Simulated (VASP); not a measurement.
ZnS: relaxation of cell and atoms with LDA

The system is ZnS.

```
CELL_PARAMETERS angstrom
3.81200 0.00000 0.00000
-1.90600 3.30129 0.00000
0.00000 0.00000 18.68999
ATOMIC_POSITIONS crystal
Zn 0.33333 0.66667 0.83333
Zn 0.66667 0.33333 0.33333
Zn 0.66667 0.33333 0.66667
Zn 0.33333 0.66667 0.16667
Zn 0.00000 0.00000 0.50000
Zn 0.00000 0.00000 0.00000
S 0.33333 0.66667 0.95833
S 0.66667 0.33333 0.45833
S 0.66667 0.33333 0.79167
S 0.33333 0.66667 0.29167
S 0.00000 0.00000 0.62500
S 0.00000 0.00000 0.12500
```

```yaml
Program: VASP 6.6.1
Task: relaxation of cell and atoms
Functional: LDA
Potentials_or_basis: VASP PAW LDA potentials, release 64 (Zn, S)
Cutoff: 600 eV
k_mesh: 8 × 8 × 2
Occupations: fermi-dirac, width 0.05 eV
Spin: no spin polarisation
Dipole_correction: no
Further_INCAR_settings: ALGO = Normal; EDIFF = 1e-07; IBRION = 2; EDIFFG = -0.01; NSW = 60; ISIF = 3
```

The relaxed volume is 18.63 Å³/atom and the relaxed cell is a = 3.747 Å, b = 3.747 Å, c = 18.389 Å, α = 90.00°, β = 90.00°, γ = 120.00°. The space group after relaxing (to 0.1 Å) is P6_3mc (No. 186) and the energy gained by relaxing is 12.4 meV/atom. The ionic steps are 7, the pressure after relaxing is 0.0 GPa and the largest force after relaxing is 0.008 eV/Å. The band gap on the k mesh is 2.17 eV.

Forces on the atoms (eV/Å):
```
Zn   0.000  0.000 -0.005
Zn   0.000  0.000 -0.005
Zn   0.000  0.000  0.008
Zn   0.000  0.000  0.008
Zn   0.000  0.000  0.004
Zn   0.000  0.000  0.004
S    0.000  0.000 -0.005
S    0.000  0.000 -0.005
S    0.000  0.000  0.001
S    0.000  0.000  0.001
S    0.000  0.000 -0.003
S    0.000  0.000 -0.003
```

Step by step:
| step | energy change (eV) | largest force (eV/Å) | pressure (GPa) | volume (Å³) |
| --- | --- | --- | --- | --- |
| 1 | 0.0000 | 0.0276 | -3.93 | 235.20 |
| 2 | -0.1243 | 0.0253 | 1.77 | 219.21 |
| 3 | -0.1482 | 0.0261 | 0.00 | 223.60 |
| 4 | -0.1482 | 0.0260 | 0.07 | 223.37 |
| 5 | -0.1483 | 0.0154 | -0.02 | 223.63 |
| 6 | -0.1483 | 0.0139 | -0.05 | 223.69 |
| 7 | -0.1484 | 0.0075 | -0.01 | 223.62 |

Final structure:
```
Zn S
1.0
     3.74718    0.00000    0.00000
    -1.87359    3.24515    0.00000
     0.00000    0.00000   18.38928
Zn S
6 6
Cartesian
  0.0000 2.1634 15.3242
  1.8736 1.0817 6.1296
  1.8736 1.0817 12.2622
  0.0000 2.1634 3.0676
  0.0000 0.0000 9.1946
  -1.8736 3.2452 18.3892
  0.0000 2.1634 17.6195
  1.8736 1.0817 8.4249
  1.8736 1.0817 14.5574
  0.0000 2.1634 5.3627
  3.7472 0.0000 11.4952
  0.0000 0.0000 2.3005
```

Levels at points of the mesh, in eV from the valence-band top:
```tsv
k point	band 52	band 53	band 54	band 55	band 56	band 57
(0.00, 0.00, 0.00)	-0.03	0.00	0.00	2.17	3.14	3.25
(0.50, 0.00, 0.00)	-1.39	-1.22	-0.97	3.24	3.32	3.41
(0.00, 0.00, 0.50)	-0.08	-0.08	-0.08	2.67	2.67	3.19
(0.50, 0.00, 0.50)	-1.35	-1.09	-1.09	3.14	3.14	3.66
```

Run time: 56 min on 1 thread of Oxide Virtual Turin-like Processor (shared host), peak memory 0.42 GiB.

A k mesh can miss the band edges. Zero-point motion and thermal expansion aren't in these numbers.
